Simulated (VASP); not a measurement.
# Y in VASP: a series of runs

Y is run at these levels: PBEsol; tasks: single point.

All numbers are computed with VASP 6.6.1; they aren't measurements. Logs are shortened: lines on timing, memory, paths and dates and some standing lists are left out, and cuts for length are marked.

## 1. The cell of the first run

The cell holds a wire or tube with vacuum around it, 2 atoms: a = 10.400 Å, b = 9.300 Å, c = 5.515 Å, α = 90.00°, β = 90.00°, γ = 90.00°.

## 2. Single point, PBEsol, collinear spin

INCAR

```
ALGO = Normal ; EDIFF = 1E-7
ENCUT = 520 ; GGA = PS
ISIF = 2 ; ISMEAR = 0
ISPIN = 2 ; LASPH = T
LCHARG = F ; LMAXMIX = 4
LORBIT = 11 ; LREAL = F
LWAVE = F ; MAGMOM = 1.5 1.5
NBANDS = 22 ; NELM = 150
PREC = Accurate ; SIGMA = 0.05
```

KPOINTS

```
k-points
0
Gamma
  1 1 12
```

POSCAR

```
Y
1.0
   10.4000000000      0.0000000000      0.0000000000
    0.0000000000      9.3000000000      0.0000000000
    0.0000000000      0.0000000000      5.5145917356
Y
2
Direct
    0.4371697228      0.5000000000      0.0000000000
    0.5628302772      0.5000000000      0.5000000000
```

Potentials or basis: VASP PAW PBE potentials, release 64 (Y_sv).

Command:

```console
> cat potpaw_PBE.64/Y_sv/POTCAR > POTCAR
> mpirun -np 1 vasp_std > vasp.out
```

OUTCAR:

```text
EDIFF = 1E-7
   ENCUT = 520
   GGA = PS
   ISIF = 2
   ISMEAR = 0
   ISPIN = 2
   LASPH = T
   LORBIT = 11
   LREAL = F
   NELM = 150
   PREC = Accurate

 ion  position               nearest neighbor table
   1  0.437  0.500  0.000-   2 3.05   2 3.05
   2  0.563  0.500  0.500-   1 3.05   1 3.05

  LATTYP: Found a simple orthorhombic cell.
 ALAT       =     5.5145917356
 B/A-ratio  =     1.6864349069
 C/A-ratio  =     1.8859057023

  Lattice vectors:

 A1 = (   0.0000000000,   0.0000000000,  -5.5145917356)
 A2 = (   0.0000000000,   9.3000000000,   0.0000000000)
 A3 = (  10.4000000000,   0.0000000000,   0.0000000000)

Analysis of symmetry for initial positions (statically):
=====================================================================
 Subroutine PRICEL returns:
 Original cell was already a primitive cell.

 Routine SETGRP: Setting up the symmetry group for a
 simple orthorhombic supercell.

 Subroutine GETGRP returns: Found  8 space group operations
 (whereof  4 operations were pure point group operations)
 out of a pool of  8 trial point group operations.

The static configuration has the point symmetry C_2v.
 The point group associated with its full space group is D_2h.

Analysis of symmetry for dynamics (positions and initial velocities):
=====================================================================
 Subroutine PRICEL returns:
 Original cell was already a primitive cell.

 Routine SETGRP: Setting up the symmetry group for a
 simple orthorhombic supercell.

 Subroutine GETGRP returns: Found  8 space group operations
 (whereof  4 operations were pure point group operations)
 out of a pool of  8 trial point group operations.

The dynamic configuration has the point symmetry C_2v.
 The point group associated with its full space group is D_2h.

Analysis of structural, dynamic, and magnetic symmetry:
=====================================================================
 Subroutine PRICEL returns:
 Original cell was already a primitive cell.

 Routine SETGRP: Setting up the symmetry group for a
 simple orthorhombic supercell.

 Subroutine GETGRP returns: Found  8 space group operations
 (whereof  4 operations were pure point group operations)
 out of a pool of  8 trial point group operations.

The overall configuration has the point symmetry C_2v.
 The point group associated with its full space group is D_2h.

[... 101 lines left out ...]
  volume/ion in A,a.u.               =     266.69      1799.68
  Fermi-wavevector in a.u.,A,eV,Ry     =   0.565639  1.068902  4.353146  0.319947
  Thomas-Fermi vector in A             =   1.603701
   LORBIT       =     11    0 simple, 1 ext, 2 COOP (PROOUT), +10 PAW based schemes
   GGA     = PS    functional components
   LHFCALC =     F    Hartree Fock is set to
   AEXX    =    0.0000 exact exchange contribution
   IVDW    =     0    specifies the selected vdW correction
   LEPSILON=     F    determine dielectric tensor
   LRPA    =     F    only Hartree local field effects (RPA)
 spin polarized calculation
 Gauss-broadening in eV      SIGMA  =   0.05
  energy-cutoff  :      520.00
  volume of cell :      533.37
 maximum number of plane-waves:     14398
 NGX is ok and might be reduce to    80
   NGX = 39   NGY = 35   NGZ = 21

 number of electron      22.0000000 magnetization       3.8337318

 Free energy of the ion-electron system (eV)
  ---------------------------------------------------
  ext. energy  EPLUGINS =         0.00000000
  ---------------------------------------------------
  free energy    TOTEN  =        -7.41911148 eV

  energy without entropy =       -7.41545659  energy(sigma->0) =       -7.41728403

 E-fermi :  -2.0600     XC(G=0):  -2.6134

 val. band max:       -2.0719318951   @ k =   0.0000   0.0000   0.2500
 cond. band min:      -1.9340851474   @ k =   0.0000   0.0000   0.1667
 fundamental gap:      0.1378467477
 Fermi energy:        -2.0600371847

 spin component 1

 k-point     1 :       0.0000    0.0000    0.0000
  band No.  band energies     occupation
      1     -45.9097      1.00000
      2     -45.7715      1.00000
      3     -26.3060      1.00000
      4     -26.0315      1.00000
      5     -26.0278      1.00000
      6     -25.9281      1.00000
[... 164 lines left out ...]
     21       1.2301      0.00000
     22       1.2301      0.00000
 Fermi energy:        -2.0600371847

 spin component 2

 k-point     1 :       0.0000    0.0000    0.0000
  band No.  band energies     occupation
      1     -45.4124      1.00000
      2     -45.2855      1.00000
      3     -25.5051      1.00000
      4     -25.4886      1.00000
      5     -25.4598      1.00000
      6     -25.3956      1.00000
[... 164 lines left out ...]
     21       1.6204      0.00000
     22       1.6204      0.00000

------------------------ aborting loop because EDIFF is reached ----------------------------------------

  FORCE on cell =-STRESS in cart. coord.  units (eV):
  Direction    XX          YY          ZZ          XY          YZ          ZX
  --------------------------------------------------------------------------------------
  -------------------------------------------------------------------------------------
  Total       -0.1219985     -0.1739907     -0.0249670      0.0000000      0.0000000      0.0000000
  in kB       -0.3664674     -0.5226453     -0.0749976      0.0000000      0.0000000      0.0000000
  external PRESSURE =      -0.3213701 kB  Pullay stress =       0.0000000 kB

 VOLUME and BASIS-vectors are now :
 -----------------------------------------------------------------------------
  energy-cutoff  :      520.00
  volume of cell :      533.37
      direct lattice vectors                 reciprocal lattice vectors
    10.400000000  0.000000000  0.000000000     0.096153846  0.000000000  0.000000000
     0.000000000  9.300000000  0.000000000     0.000000000  0.107526882  0.000000000
     0.000000000  0.000000000  5.514591736     0.000000000  0.000000000  0.181337087

 POSITION                                       TOTAL-FORCE (eV/Angst)
 -----------------------------------------------------------------------------------
      4.54657      4.65000      0.00000         0.012311      0.000000      0.000000
      5.85343      4.65000      2.75730        -0.012311      0.000000      0.000000
 -----------------------------------------------------------------------------------
    total drift:                               -0.000000      0.000000      0.000000

  FREE ENERGIE OF THE ION-ELECTRON SYSTEM (eV)
  ---------------------------------------------------
  free  energy   TOTEN  =        -7.4191114786 eV

  energy  without entropy=       -7.4154565869  energy(sigma->0) =       -7.41728403

 total charge

# of ion       s       p       d       f       tot
--------------------------------------------------
    1        2.319   6.018   1.021   0.007   9.365
    2        2.319   6.018   1.021   0.007   9.365
--------------------------------------------------
tot          4.638  12.036   2.043   0.013  18.731

 magnetization (x)

# of ion       s       p       d       f       tot
--------------------------------------------------
    1        0.042   0.111   0.962   0.005   1.121
    2        0.042   0.111   0.962   0.005   1.121
--------------------------------------------------
tot          0.085   0.223   1.924   0.010   2.242
```

Wall time 3 min (1 thread of Intel Xeon 6975P-C (Granite Rapids), shared host); peak memory 0.76 GiB.

Results:

```
Free energy                                           : -7.4191 eV
Largest force                                         : 0.012 eV/Å
Net moment                                            : 3.83 μB per cell
Site moments                                          : Y +1.12 μB
Valence electrons inside the program's atomic spheres : Y 9.37
```

Forces on the atoms (eV/Å):
```
Y    0.012  0.000  0.000
Y   -0.012  0.000  0.000
```

Caveat: the PAW data sets were made with another functional, which shifts forces and pressure a little.

## 3. Single point, PBEsol, collinear spin

This run uses another cell than the first one.

INCAR

```
ALGO     = Fast           # electronic algorithm
EDIFF    = 1E-7           # SCF threshold, eV
ENCUT    = 520            # plane-wave cutoff, eV
GGA      = PS             # functional
ISIF     = 2              # what is computed and relaxed
ISMEAR   = 0              # smearing method
ISPIN    = 2              # spin polarisation
LASPH    = T              # aspherical terms in the spheres
LCHARG   = F              # write CHGCAR
LMAXMIX  = 4              # l up to which the mixer works
LORBIT   = 11             # projections on sites
LREAL    = F              # projectors in reciprocal space
LWAVE    = F              # write WAVECAR
MAGMOM   = 1.5 1.5        # initial moments
NBANDS   = 22             # bands
NELM     = 150            # most SCF steps
PREC     = Accurate       # precision mode
SIGMA    = 0.05           # smearing width, eV
```

KPOINTS is that of step 2.

POSCAR

```
Y
1.0
   10.4000000000      0.0000000000      0.0000000000
    0.0000000000      9.3000000000      0.0000000000
    0.0000000000      0.0000000000      5.6378940575
Y
2
Direct
    0.4322368503      0.5000000000      0.0000000000
    0.5677631497      0.5000000000      0.5000000000
```

Potentials or basis: VASP PAW PBE potentials, release 64 (Y_sv).

Command:

```console
> cat potpaw_PBE.64/Y_sv/POTCAR > POTCAR
> mpirun -np 1 vasp_std > vasp.out
```

OUTCAR:

```text
EDIFF = 1E-7
   ENCUT = 520
   GGA = PS
   ISIF = 2
   ISMEAR = 0
   ISPIN = 2
   LASPH = T
   LORBIT = 11
   LREAL = F
   NELM = 150
   PREC = Accurate

 ion  position               nearest neighbor table
   1  0.432  0.500  0.000-   2 3.15   2 3.15
   2  0.568  0.500  0.500-   1 3.15   1 3.15

  LATTYP: Found a simple orthorhombic cell.
 ALAT       =     5.6378940575
 B/A-ratio  =     1.6495521032
 C/A-ratio  =     1.8446604164

  Lattice vectors:

 A1 = (   0.0000000000,   0.0000000000,  -5.6378940575)
 A2 = (   0.0000000000,   9.3000000000,   0.0000000000)
 A3 = (  10.4000000000,   0.0000000000,   0.0000000000)

Analysis of symmetry for initial positions (statically):
=====================================================================
 Subroutine PRICEL returns:
 Original cell was already a primitive cell.

[... 361 lines left out ...]
      3     -25.5539      1.00000
      4     -25.5523      1.00000
      5     -25.4689      1.00000
      6     -25.4645      1.00000
[... 164 lines left out ...]
     21       1.5141      0.00000
     22       1.5145      0.00000

------------------------ aborting loop because EDIFF is reached ----------------------------------------

  FORCE on cell =-STRESS in cart. coord.  units (eV):
  Direction    XX          YY          ZZ          XY          YZ          ZX
  --------------------------------------------------------------------------------------
  -------------------------------------------------------------------------------------
  Total       -0.4725674     -0.1390644     -1.3260533      0.0000000      0.0000000      0.0000000
  in kB       -1.3884849     -0.4085952     -3.8961742      0.0000000      0.0000000      0.0000000
  external PRESSURE =      -1.8977514 kB  Pullay stress =       0.0000000 kB

 VOLUME and BASIS-vectors are now :
 -----------------------------------------------------------------------------
  energy-cutoff  :      520.00
  volume of cell :      545.30
      direct lattice vectors                 reciprocal lattice vectors
    10.400000000  0.000000000  0.000000000     0.096153846  0.000000000  0.000000000
     0.000000000  9.300000000  0.000000000     0.000000000  0.107526882  0.000000000
     0.000000000  0.000000000  5.637894057     0.000000000  0.000000000  0.177371194

 POSITION                                       TOTAL-FORCE (eV/Angst)
 -----------------------------------------------------------------------------------
      4.49526      4.65000      0.00000         0.255159      0.000000      0.000000
      5.90474      4.65000      2.81895        -0.255159      0.000000      0.000000
 -----------------------------------------------------------------------------------
    total drift:                               -0.000000      0.000000      0.000000

  FREE ENERGIE OF THE ION-ELECTRON SYSTEM (eV)
  ---------------------------------------------------
  free  energy   TOTEN  =        -7.3827159416 eV

  energy  without entropy=       -7.3743141945  energy(sigma->0) =       -7.37851507

 total charge

# of ion       s       p       d       f       tot
--------------------------------------------------
    1        2.316   6.009   0.974   0.005   9.304
    2        2.316   6.009   0.974   0.005   9.304
--------------------------------------------------
tot          4.632  12.019   1.948   0.011  18.608

 magnetization (x)

# of ion       s       p       d       f       tot
--------------------------------------------------
    1        0.048   0.108   0.923   0.004   1.082
    2        0.048   0.108   0.923   0.004   1.082
--------------------------------------------------
tot          0.096   0.215   1.846   0.008   2.165
```

Wall time 4.4 min (1 thread of Intel Xeon 6975P-C (Granite Rapids), shared host); peak memory 0.75 GiB.

What came out:

- Free energy: -7.3827 eV
- Largest force: 0.255 eV/Å
- Net moment: 3.83 μB per cell
- Site moments: Y +1.08 μB
- Valence electrons inside the program's atomic spheres: Y 9.30

Forces on the atoms (eV/Å):
```
Y    0.255  0.000  0.000
Y   -0.255  0.000  0.000
```

Caveat: the PAW data sets were made with another functional, which shifts forces and pressure a little.
